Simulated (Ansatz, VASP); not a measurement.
# One calculation of AlN, two programs

```
Al N
1.0
     3.09847    0.00000    0.00000
    -1.54923    2.68335    0.00000
     0.00000    0.00000    4.96712
Al N
2 2
Direct
  0.33333 0.66667 0.00023
  0.66667 0.33333 0.50023
  0.33333 0.66667 0.38177
  0.66667 0.33333 0.88177
```

Change from the starting cell: strained cell.

Alike in both runs: task relaxation of the atoms; functional PBE; k mesh 9 × 9 × 4; occupations gaussian, width 0.02 eV; no spin polarisation.

```csv
,VASP,Ansatz
version,VASP 6.6.1,Ansatz 0.2.0
potentials or method,"VASP PAW PBE potentials, release 64 (Al, N), cutoff 520 eV","scalar-relativistic, plane waves, PAW"
valence electrons in the cell,16,16
```

VASP gave:

| Item | Value |
| --- | --- |
| gap on the k mesh at the Fermi level, each at its own relaxed structure (eV) | 4.31 |

Task: What did Ansatz give for the same quantities?

Result: gap on the k mesh at the Fermi level, each at its own relaxed structure (eV): 4.30.

Ansatz's warnings: stress scf threshold loose.
